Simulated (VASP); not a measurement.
## Sn: single point with PBE

Crystal: Sn.

```
Sn
1.0
     5.88028    5.88028    0.00000
    -5.88028    5.88028    0.00000
     0.00000   -5.88028    6.39721
Sn
16
Direct
  0.31250 0.31250 0.12500
  0.43750 0.93750 0.37500
  0.81250 0.81250 0.12500
  0.56250 0.56250 0.62500
  0.93750 0.43750 0.37500
  0.68750 0.18750 0.87500
  0.06250 0.06250 0.62500
  0.18750 0.68750 0.87500
  0.00000 0.00000 0.00000
  0.12500 0.62500 0.25000
  0.50000 0.50000 0.00000
  0.25000 0.25000 0.50000
  0.62500 0.12500 0.25000
  0.37500 0.87500 0.75000
  0.75000 0.75000 0.50000
  0.87500 0.37500 0.75000
```

| Property | Result |
| --- | --- |
| Program | VASP 6.6.1 |
| Task | single point |
| Functional | PBE |
| Potentials or basis | VASP PAW PBE potentials, release 64 (Sn_d) |
| Cutoff | 520 eV |
| k mesh | 2 × 2 × 2, shifted |
| Occupations | gaussian, width 0.1 eV |
| Spin | no spin polarisation |
| Dipole correction | no |
| Further INCAR settings | LREAL = Auto; ALGO = Fast; EDIFF = 1e-06; NBANDS = 126; ISYM = 0 |

| Property | Result |
| --- | --- |
| Pressure | 1.3 GPa |
| Largest force | 0.016 eV/Å |
| Band gap on the k mesh | zero (bands 112 and 113 overlap by 0.38 eV) |

Forces on the atoms (eV/Å):
```
Sn   0.000 -0.011  0.011
Sn   0.000  0.011 -0.012
Sn   0.000 -0.011  0.011
Sn   0.000 -0.011  0.011
Sn   0.000  0.011 -0.012
Sn   0.000  0.011 -0.012
Sn   0.000 -0.011  0.011
Sn   0.000  0.011 -0.012
Sn   0.000  0.000  0.000
Sn   0.000  0.000  0.001
Sn   0.000  0.000  0.000
Sn   0.000  0.000  0.000
Sn   0.000  0.000  0.001
Sn   0.000  0.000  0.001
Sn   0.000  0.000  0.000
Sn   0.000  0.000  0.001
```

Stress tensor (GPa, compression positive):
```
0.44 0.00 0.00
0.00 0.47 0.00
0.00 0.00 2.87
```

Levels at points of the mesh, in eV from the Fermi level:
| k point | band 107 | band 108 | band 109 | band 110 | band 111 | band 112 | band 113 | band 114 | band 115 | band 116 |
| --- | --- | --- | --- | --- | --- | --- | --- | --- | --- | --- |
| (0.25, 0.25, 0.25) | -1.94 | -1.94 | -1.00 | -1.00 | 0.01 | 0.01 | 0.26 | 0.26 | 0.69 | 0.69 |

It took 26 min on 1 thread of AMD EPYC 7R13 (shared host), peak memory 0.67 GiB.

Caveat: the k points lie up to 0.45 Å⁻¹ apart; spin-orbit coupling is left out, which moves the levels of the heavy elements.
